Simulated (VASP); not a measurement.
Write the native input for VASP 6.6.1 that does the following.

- Task: single point
- Functional: PBEsol
- Potentials or basis: VASP PAW PBE potentials, release 64 (W_sv, C)
- Cutoff: 520 eV
- k mesh: 18 × 18 × 18
- Occupations: gaussian, width 0.15 eV
- Spin: no spin polarisation
- Dipole correction: no
- Further INCAR settings: ALGO = Normal; EDIFF = 1e-06; NBANDS = 16

The structure of WC lies in POSCAR:

```
WC
1.0
    0.0000000000      2.1926840000      2.0172692800
    2.1926840000      0.0000000000      2.0172692800
    2.1926840000      2.1926840000      0.0000000000
W C
1 1
Direct
    0.0000000000      0.0000000000      0.0000000000
    0.5000000000      0.5000000000      0.5000000000
```

This cell differs from its parent crystal: strain +0.000 along x and y, -0.080 along z.

The input as run:

INCAR

```
SYSTEM = WC
PREC     = Accurate       ! precision mode
ENCUT    = 520            ! plane-wave cutoff, eV
EDIFF    = 1E-6           ! SCF threshold, eV
ISMEAR   = 0              ! smearing method
SIGMA    = 0.15           ! smearing width, eV
LREAL    = .FALSE.        ! projectors in reciprocal space
LASPH    = .TRUE.         ! aspherical terms in the spheres
NELM     = 80             ! most SCF steps
ALGO     = Normal         ! electronic algorithm
ISIF     = 2              ! what is computed and relaxed
LWAVE    = .FALSE.        ! write WAVECAR
LCHARG   = .FALSE.        ! write CHGCAR
GGA      = PS             ! functional
NBANDS   = 16             ! bands
```

KPOINTS

```
Automatic mesh
0
G
  18 18 18
  0 0 0
```

Potentials or basis: VASP PAW PBE potentials, release 64 (W_sv, C).

Run with:

```console
$ cat potpaw_PBE.64/W_sv/POTCAR potpaw_PBE.64/C/POTCAR > POTCAR
$ mpirun -np 1 vasp_std > vasp.out
```

Results of the run:

The pressure is 32.8 GPa and the band gap on the k mesh is zero (band 9 reaches 14.93 eV, above the bottom of band 10 at 11.48 eV).

Caveat: the cell differs from its parent crystal (strain +0.000 along x and y, -0.080 along z); the PAW data sets were made with another functional, which shifts forces and pressure a little; spin-orbit coupling is left out, which moves the levels of the heavy elements.

Wall time 62 s on 1 thread of Intel Xeon 6975P-C (shared host), peak memory 0.27 GiB.
